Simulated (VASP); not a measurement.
A run of VASP 6.6.1 is set up as follows.

File INCAR:

```
SYSTEM = Br
ALGO     = Normal         ! electronic algorithm
EDIFF    = 1E-7           ! SCF threshold, eV
EDIFFG   = -0.01          ! ionic threshold
ENCUT    = 600            ! plane-wave cutoff, eV
GGA      = RP             ! functional
IBRION   = 2              ! ionic algorithm
ISIF     = 3              ! what is computed and relaxed
ISMEAR   = -1             ! smearing method
LASPH    = .True.         ! aspherical terms in the spheres
LCHARG   = .False.        ! write CHGCAR
LREAL    = .False.        ! projectors in reciprocal space
LWAVE    = .False.        ! write WAVECAR
NELM     = 60             ! most SCF steps
NSW      = 60             ! ionic steps
PREC     = Accurate       ! precision mode
SIGMA    = 0.05           ! smearing width, eV
```

KPOINTS

```
k-points
0
Gamma
  13 13 13
  0 0 0
```

POSCAR

```
Br
1.0
   -1.4234917050      1.4234917050      3.5775173700
    1.4234917050     -1.4234917050      3.5775173700
    1.4234917050      1.4234917050     -3.5775173700
Br
1
Direct
    0.0000000000      0.0000000000      0.0000000000
```

Potentials or basis: VASP PAW PBE potentials, release 64 (Br).

Command:

```sh
$ cat potpaw_PBE.64/Br/POTCAR > POTCAR
$ mpirun -np 1 vasp_std > vasp.out
```

Task: Predict the space group after relaxing (to 0.1 Å).

Result: I4/mmm (No. 139).

Task: What does it give for the relaxed cell?

Result: a = 5.548 Å, b = 5.548 Å, c = 5.548 Å, α = 149.59°, β = 149.59°, γ = 43.54°.

Final structure:
```
Br
1.0
    -1.45504    1.45504    5.15212
     1.45504   -1.45504    5.15212
     1.45504    1.45504   -5.15212
Br
1
Direct
  0.00000 0.00000 0.00000
```

Caveat: an odd number of electrons without spin polarisation forces a metal; a magnetic or distorted state may lie lower.
